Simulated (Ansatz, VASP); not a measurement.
# Ta: VASP beside Ansatz

Contents of INCAR:

```
  PREC = Accurate
  ENCUT = 500
  EDIFF = 1E-6
  ISMEAR = 0
  SIGMA = 0.1
  LREAL = False
  LASPH = True
  NELM = 120
  ALGO = Normal
  ISIF = 2
  LWAVE = False
  LCHARG = False
  GGA = PE
  NBANDS = 12
  GGA_COMPAT = False
```

File KPOINTS:

```
regular mesh
0
Gamma
  8 8 8
```

Contents of POSCAR:

```
Ta
1.0
   -1.6584224799      1.6584224799      1.6584224799
    1.6584224799     -1.6584224799      1.6584224799
    1.6584224799      1.6584224799     -1.6584224799
Ta
1
Direct
    0.0000000000      0.0000000000      0.0000000000
```

Input for Ansatz:

```yaml
crystal:
  lattice:
    - [-1.6584224799, 1.6584224799, 1.6584224799]
    - [1.6584224799, -1.6584224799, 1.6584224799]
    - [1.6584224799, 1.6584224799, -1.6584224799]
  atoms:
    - { symbol: Ta, position: [0.0, 0.0, 0.0] }
basis:
  ecutwfc: 420
kpoints:
  mp_grid: { grid: [8, 8, 8] }
hamiltonian:
  xc: pbe
scf:
  occupations: { method: gaussian, width: 0.1 }
output:
  forces: true
  stress: true
  eigenvalues: true
```

Alike in both runs: task single point; functional PBE; k mesh 8 × 8 × 8; occupations gaussian, width 0.1 eV; no spin polarisation.

|  | VASP | Ansatz |
| --- | --- | --- |
| version | VASP 6.6.1 | Ansatz 0.2.0 |
| potentials or method | VASP PAW PBE potentials, release 64 (Ta_pv), cutoff 500 eV | scalar-relativistic, plane waves, PAW |
| valence electrons in the cell | 11 | 13 |

```csv
,VASP,Ansatz,Ansatz less VASP
gap on the k mesh at the Fermi level (eV),none,none,-
pressure (GPa),-1.5,-1.6,-0.10
```

A gap of «none» marks a metal or a gap that the smearing closes. VASP's potentials hold 11 valence electrons a cell and Ansatz's 13, so a difference there can come from the potentials and not from the codes.

Neither program's run includes spin-orbit coupling.
